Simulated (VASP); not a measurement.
# ZnAg (Pm-3m) in VASP: notebook

Runs on ZnAg. Level: LDA. Tasks: single point, relaxation of cell and atoms.

Everything below comes from runs of VASP 6.6.1. Logs are shortened: lines on timing, memory, paths and dates and some standing lists are left out, and cuts for length are marked.

## (1) The cell of the first run

The structure is cubic, space group Pm-3m (No. 221). The conventional cell has a = 3.076 Å, b = 3.076 Å, c = 3.076 Å, α = 90.00°, β = 90.00°, γ = 90.00°. Zn (site symmetry m-3m) has 8 Ag at 2.66 Å and 6 Zn at 3.08 Å within 3.5 Å. Within 3.5 Å of Ag (site symmetry m-3m) lie 8 Zn at 2.66 Å and 6 Ag at 3.08 Å.

## (2) Single point, LDA

Input file INCAR:

```
PREC = Accurate
ENCUT = 520
EDIFF = 1E-7
ISMEAR = 0
SIGMA = 0.1
LREAL = F
LASPH = T
NELM = 100
ALGO = Normal
ISIF = 2
LWAVE = F
LCHARG = T
LELF = T
LVHAR = T
NBANDS = 18
```

Input file KPOINTS:

```
regular mesh
0
Gamma
  14 14 14
```

Input file POSCAR:

```
ZnAg
1.0
    3.0760121143      0.0000000000      0.0000000000
    0.0000000000      3.0760121143      0.0000000000
    0.0000000000      0.0000000000      3.0760121143
Zn Ag
1 1
Direct
    0.5000000000      0.5000000000      0.5000000000
    0.0000000000      0.0000000000      0.0000000000
```

Potentials or basis: VASP PAW LDA potentials, release 64 (Zn, Ag).

Launch:

```bash
$ cat potpaw_LDA.64/Zn/POTCAR potpaw_LDA.64/Ag/POTCAR > POTCAR
$ mpirun -np 1 vasp_std > vasp.out
```

OUTCAR:

```text
PREC = Accurate
   ENCUT = 520
   EDIFF = 1E-7
   ISMEAR = 0
   LREAL = F
   LASPH = T
   NELM = 100
   ISIF = 2

 ion  position               nearest neighbor table
   1  0.500  0.500  0.500-   2 2.66   2 2.66   2 2.66   2 2.66   2 2.66   2 2.66   2 2.66   2 2.66

   2  0.000  0.000  0.000-   1 2.66   1 2.66   1 2.66   1 2.66   1 2.66   1 2.66   1 2.66   1 2.66

  LATTYP: Found a simple cubic cell.
 ALAT       =     3.0760121143

  Lattice vectors:

 A1 = (   3.0760121143,   0.0000000000,   0.0000000000)
 A2 = (   0.0000000000,   3.0760121143,   0.0000000000)
 A3 = (   0.0000000000,   0.0000000000,   3.0760121143)

Analysis of symmetry for initial positions (statically):
=====================================================================
 Subroutine PRICEL returns:
 Original cell was already a primitive cell.

 Routine SETGRP: Setting up the symmetry group for a
 simple cubic supercell.

 Subroutine GETGRP returns: Found 48 space group operations
 (whereof 48 operations were pure point group operations)
 out of a pool of 48 trial point group operations.

The static configuration has the point symmetry O_h .

Analysis of symmetry for dynamics (positions and initial velocities):
=====================================================================
 Subroutine PRICEL returns:
 Original cell was already a primitive cell.

 Routine SETGRP: Setting up the symmetry group for a
 simple cubic supercell.

 Subroutine GETGRP returns: Found 48 space group operations
 (whereof 48 operations were pure point group operations)
 out of a pool of 48 trial point group operations.

The dynamic configuration has the point symmetry O_h .

 Subroutine INISYM returns: Found 48 space group operations
 (whereof 48 operations are pure point group operations),
 and found     1 'primitive' translations

----------------------------------------------------------------------------------------

                                     Primitive cell

  volume of cell :      29.1048

  direct lattice vectors                    reciprocal lattice vectors
     3.076012114  0.000000000  0.000000000     0.325096249  0.000000000  0.000000000
     0.000000000  3.076012114  0.000000000     0.000000000  0.325096249  0.000000000
     0.000000000  0.000000000  3.076012114     0.000000000  0.000000000  0.325096249

  length of vectors
[... 72 lines left out ...]
 SYSTEM =  unknown system
   PREC   = accura    normal or accurate (medium, high low for compatibility)
   ISTART =      0    job   : 0-new  1-cont  2-samecut
   ICHARG =      2    charge: 1-file 2-atom 10-const
   ISPIN  =      1    spin polarized calculation?
   LNONCOLLINEAR =      F non collinear calculations
   LSORBIT =      F    spin-orbit coupling
   LASPH  =      T    aspherical Exc in radial PAW
   ENCUT  =  520.0 eV  38.22 Ry    6.18 a.u.   5.72  5.72  5.72*2*pi/ulx,y,z
   NELM   =    100;   NELMIN=  2; NELMDL= -5     # of ELM steps
   EDIFF  = 0.1E-06   stopping-criterion for ELM
   LREAL  =      F    real-space projection
   EDIFFG = 0.1E-05   stopping-criterion for IOM
   NSW    =      0    number of steps for IOM
   IBRION =     -1    ionic relax: 0-MD 1-quasi-New 2-CG
   NFREE  =      0    steps in history (QN), initial steepest desc. (CG)
   ISIF   =      2    stress and relaxation
   ISYM   =      2    0-nonsym 1-usesym 2-fastsym
   POTIM  = 0.5000    time-step for ionic-motion
   TEBEG  =    0.0;   TEEND  =   0.0 temperature during run
   PSTRESS=    0.0 pullay stress
   NELECT =      23.0000    total number of electrons
   NUPDOWN=      -1.0000    fix difference up-down
   EMIN   =  10.00;   EMAX   =-10.00  energy-range for DOS
   EFERMI =   0.00;   METHOD = LEGACY
   ISMEAR =     0;   SIGMA  =   0.10  broadening in eV -4-tet -1-fermi 0-gaus
   EFERMI_NEDOS =   21; number of points for ismear=-14 and -15
   IALGO  =     38    algorithm
   IMIX   =      4    mixing-type and parameters
     AMIX     =   0.40;   BMIX     =  1.00
     AMIX_MAG =   1.60;   BMIX_MAG =  1.00
  volume/ion in A,a.u.               =      14.55        98.20
  Fermi-wavevector in a.u.,A,eV,Ry     =   1.513548  2.860190 31.168582  2.290826
  Thomas-Fermi vector in A             =   2.623324
   LORBIT       =      0    0 simple, 1 ext, 2 COOP (PROOUT), +10 PAW based schemes
   GGA     = CA    functional components
   LHFCALC =     F    Hartree Fock is set to
   AEXX    =    0.0000 exact exchange contribution
   IVDW    =     0    specifies the selected vdW correction
   LEPSILON=     F    determine dielectric tensor
   LRPA    =     F    only Hartree local field effects (RPA)
 non-spin polarized calculation
 Gauss-broadening in eV      SIGMA  =   0.10
  energy-cutoff  :      520.00
  volume of cell :       29.10
 maximum number of plane-waves:       804
 NGX is ok and might be reduce to    24
   NGX = 11   NGY = 11   NGZ = 11

 number of electron      22.9999976 magnetization

 Free energy of the ion-electron system (eV)
  ---------------------------------------------------
  ext. energy  EPLUGINS =         0.00000000
  ---------------------------------------------------
  free energy    TOTEN  =        -5.79344859 eV

  energy without entropy =       -5.79201497  energy(sigma->0) =       -5.79273178

 E-fermi :   7.0675     XC(G=0): -12.8606

 val. band max:        6.9609353552   @ k =   0.5000   0.5000   0.2143
 cond. band min:       7.0943888601   @ k =   0.4286   0.3571   0.2143
 fundamental gap:      0.1334535049
 Fermi energy:         7.0675282938

 k-point     1 :       0.0000    0.0000    0.0000
  band No.  band energies     occupation
      1      -3.0907      2.00000
      2      -1.2975      2.00000
      3      -1.2975      2.00000
      4      -0.5682      2.00000
      5      -0.5682      2.00000
      6      -0.5682      2.00000
[... 481 lines left out ...]
      5      -0.5499      2.00000
      6       0.0373      2.00000
[... 10 lines left out ...]
     17      22.0351      0.00000
     18      22.4692      0.00000

 [... further k-points ...]
[... 5 lines left out ...]
  --------------------------------------------------------------------------------------
  -------------------------------------------------------------------------------------
  Total        0.0891193      0.0891193      0.0891193     -0.0000000     -0.0000000      0.0000000
  in kB        4.9058944      4.9058944      4.9058944     -0.0000000     -0.0000000      0.0000000
  external PRESSURE =       4.9058944 kB  Pullay stress =       0.0000000 kB

 VOLUME and BASIS-vectors are now :
 -----------------------------------------------------------------------------
  energy-cutoff  :      520.00
  volume of cell :       29.10
      direct lattice vectors                 reciprocal lattice vectors
     3.076012114  0.000000000  0.000000000     0.325096249  0.000000000  0.000000000
     0.000000000  3.076012114  0.000000000     0.000000000  0.325096249  0.000000000
     0.000000000  0.000000000  3.076012114     0.000000000  0.000000000  0.325096249

 POSITION                                       TOTAL-FORCE (eV/Angst)
 -----------------------------------------------------------------------------------
      1.53801      1.53801      1.53801         0.000000      0.000000      0.000000
      0.00000      0.00000      0.00000         0.000000      0.000000      0.000000
 -----------------------------------------------------------------------------------
    total drift:                                0.000000      0.000000     -0.000000

  FREE ENERGIE OF THE ION-ELECTRON SYSTEM (eV)
  ---------------------------------------------------
  free  energy   TOTEN  =        -5.7934485944 eV

  energy  without entropy=       -5.7920149747  energy(sigma->0) =       -5.79273178
```

Run time: 12 s. Hardware: 1 thread of Intel Xeon 6975P-C (Granite Rapids), shared host; peak memory 0.17 GiB.

Results:

```yaml
Free_energy: -5.7934 eV
Pressure: 0.5 GPa
```

Levels at points of the mesh, in eV from the Fermi level:
```
           k point  band 10  band 11  band 12  band 13  band 14  band 15
(0.00, 0.00, 0.00)    -4.51    -4.51     5.39     5.39     5.39    11.16
(0.50, 0.00, 0.00)    -5.47    -4.69    -2.72    11.01    11.01    11.21
(0.50, 0.50, 0.00)    -4.12    -1.93    -1.93     1.70     2.43    11.12
(0.50, 0.50, 0.50)    -4.08     1.79     4.18     4.18     4.18     5.00
```

## (3) Relaxation of cell and atoms, LDA

This run uses another cell than the first one, of 16.12 Å³/atom, 1.107 times its volume.

Input file INCAR:

```
SYSTEM = ZnAg
PREC     = Accurate       ! precision mode
ENCUT    = 600            ! plane-wave cutoff, eV
EDIFF    = 1E-6           ! SCF threshold, eV
ISMEAR   = 0              ! smearing method
SIGMA    = 0.1            ! smearing width, eV
LREAL    = .FALSE.        ! projectors in reciprocal space
LASPH    = .TRUE.         ! aspherical terms in the spheres
NELM     = 100            ! most SCF steps
ALGO     = Normal         ! electronic algorithm
ISIF     = 3              ! what is computed and relaxed
LWAVE    = .FALSE.        ! write WAVECAR
LCHARG   = .FALSE.        ! write CHGCAR
IBRION   = 2              ! ionic algorithm
NSW      = 70             ! ionic steps
EDIFFG   = -0.005         ! ionic threshold
```

Input file KPOINTS:

```
regular mesh
0
G
  14 14 14
  0 0 0
```

Input file POSCAR:

```
ZnAg
1.0
    3.1825055704      0.0000000000      0.0000000000
    0.0000000000      3.1825055704      0.0000000000
    0.0000000000      0.0000000000      3.1825055704
Zn Ag
1 1
Direct
    0.5000000000      0.5000000000      0.5000000000
    0.0000000000      0.0000000000      0.0000000000
```

Potentials or basis: VASP PAW LDA potentials, release 64 (Zn, Ag).

Launch:

```bash
$ cat potpaw_LDA.64/Zn/POTCAR potpaw_LDA.64/Ag/POTCAR > POTCAR
$ mpirun -np 1 vasp_std > vasp.out
```

OUTCAR:

```text
SYSTEM = ZnAg
   PREC = Accurate
   ENCUT = 600
   EDIFF = 1E-6
   ISMEAR = 0
   LREAL = .FALSE.
   LASPH = .TRUE.
   NELM = 100
   ISIF = 3
   IBRION = 2
   NSW = 70
   EDIFFG = -0.005

 ion  position               nearest neighbor table
   1  0.500  0.500  0.500-   2 2.76   2 2.76   2 2.76   2 2.76   2 2.76   2 2.76   2 2.76   2 2.76

   2  0.000  0.000  0.000-   1 2.76   1 2.76   1 2.76   1 2.76   1 2.76   1 2.76   1 2.76   1 2.76

  LATTYP: Found a simple cubic cell.
 ALAT       =     3.1825055704

  Lattice vectors:

 A1 = (   3.1825055704,   0.0000000000,   0.0000000000)
 A2 = (   0.0000000000,   3.1825055704,   0.0000000000)
 A3 = (   0.0000000000,   0.0000000000,   3.1825055704)

Analysis of symmetry for initial positions (statically):
=====================================================================
 Subroutine PRICEL returns:
[... 263 lines left out ...]
  band No.  band energies     occupation
      1      -3.1061      2.00000
      2      -1.3279      2.00000
      3      -1.3279      2.00000
      4      -0.6078      2.00000
      5      -0.6078      2.00000
      6      -0.6078      2.00000
      7       1.2527      2.00000
      8       1.2527      2.00000
      9       2.5117      2.00000
     10       2.5117      2.00000
     11       2.5117      2.00000
     12      12.4040      0.00000
     13      12.4040      0.00000
     14      12.4040      0.00000
[... 401 lines left out ...]
      2      -1.0103      2.00000
      3      -0.7763      2.00000
      4      -0.7011      2.00000
      5      -0.5900      2.00000
      6       0.0035      2.00000
      7       1.1492      2.00000
      8       1.4212      2.00000
      9       1.9012      2.00000
     10       2.1660      2.00000
     11       2.3611      2.00000
     12       6.3813      2.00000
     13      11.3015      0.00000
     14      16.1583      0.00000
     15      16.4993      0.00000

 [... further k-points ...]
[... 5 lines left out ...]
  --------------------------------------------------------------------------------------
  -------------------------------------------------------------------------------------
  Total       -0.0011089     -0.0011089     -0.0011089     -0.0000000     -0.0000000     -0.0000000
  in kB       -0.0608013     -0.0608013     -0.0608013     -0.0000000     -0.0000000     -0.0000000
  external PRESSURE =      -0.0608013 kB  Pullay stress =       0.0000000 kB
[... 17 lines left out ...]
  FREE ENERGIE OF THE ION-ELECTRON SYSTEM (eV)
  ---------------------------------------------------
  free  energy   TOTEN  =        -5.7947556925 eV

  energy  without entropy=       -5.7933001106  energy(sigma->0) =       -5.79402790

 reached required accuracy - stopping structural energy minimisation
```

OSZICAR:

```text
N       E                     dE             d eps       ncg     rms          rms(c)
DAV:   1     0.130424105001E+03    0.13042E+03   -0.12840E+04  3648   0.217E+03
[... 25 lines left out ...]
DAV:   2    -0.586005760500E+01    0.71122E+00   -0.22846E+00  3803   0.289E+01    0.223E+00
DAV:   3    -0.581380702074E+01    0.46251E-01   -0.56849E-02  4388   0.302E+00    0.135E+00
DAV:   4    -0.579522927930E+01    0.18578E-01   -0.13874E-02  5106   0.299E+00    0.173E-01
DAV:   5    -0.579474285028E+01    0.48643E-03   -0.30025E-03  3947   0.101E+00    0.494E-02
DAV:   6    -0.579476353146E+01   -0.20681E-04   -0.26226E-04  3929   0.172E-01    0.292E-02
DAV:   7    -0.579475588504E+01    0.76464E-05   -0.84949E-05  4549   0.172E-01    0.852E-03
DAV:   8    -0.579475569250E+01    0.19254E-06   -0.51826E-06  3719   0.357E-02
   3 F= -.57947557E+01 E0= -.57940279E+01  d E =-.104267E+00
```

CONTCAR:

```text
ZnAg
   1.00000000000000
     3.0800864730900561   -0.0000000000000000   -0.0000000000000000
    -0.0000000000000000    3.0800864730900561   -0.0000000000000000
    -0.0000000000000000    0.0000000000000000    3.0800864730900561
  Zn              Ag
     1     1
Direct
     0.5000000000000000    0.5000000000000000    0.5000000000000000
     0.0000000000000000    0.0000000000000000    0.0000000000000000

  0.00000000E+00  0.00000000E+00  0.00000000E+00
  0.00000000E+00  0.00000000E+00  0.00000000E+00
```

It took 56 s on 1 thread of Intel Xeon 6975P-C (Granite Rapids), shared host; peak memory 0.21 GiB.

What came out:

* Free energy: -5.7948 eV
* Relaxed volume: 14.61 Å³/atom
* Relaxed cell: a = 3.080 Å, b = 3.080 Å, c = 3.080 Å, α = 90.00°, β = 90.00°, γ = 90.00°
* Space group after relaxing (to 0.05 Å): Pm-3m (No. 221)
* Energy gained by relaxing: 52.1 meV/atom
* Ionic steps: 3
* Pressure after relaxing: 0.0 GPa

Step by step:
```
step  energy change (eV)  largest force (eV/Å)  pressure (GPa)  volume (Å³)
   1              0.0000                0.0000           -9.92        32.23
   2             -0.0727                0.0000            7.47        27.80
   3             -0.1043                0.0000           -0.01        29.22
```

Final structure:
```xyz
2
Lattice="3.0801 0.0000 0.0000 0.0000 3.0801 0.0000 0.0000 0.0000 3.0801" Properties=species:S:1:pos:R:3 pbc="T T T"
Zn    1.5400    1.5400    1.5400
Ag    0.0000    0.0000    0.0000
```

Levels at points of the mesh, in eV from the Fermi level:
| k point | band 10 | band 11 | band 12 | band 13 | band 14 | band 15 |
| --- | --- | --- | --- | --- | --- | --- |
| (0.00, 0.00, 0.00) | -4.51 | -4.51 | 5.39 | 5.39 | 5.39 | 11.10 |
| (0.50, 0.00, 0.00) | -5.46 | -4.68 | -2.72 | 10.97 | 10.97 | 11.20 |
| (0.50, 0.50, 0.00) | -4.11 | -1.91 | -1.91 | 1.68 | 2.41 | 11.09 |
| (0.50, 0.50, 0.50) | -4.08 | 1.78 | 4.17 | 4.17 | 4.17 | 4.98 |
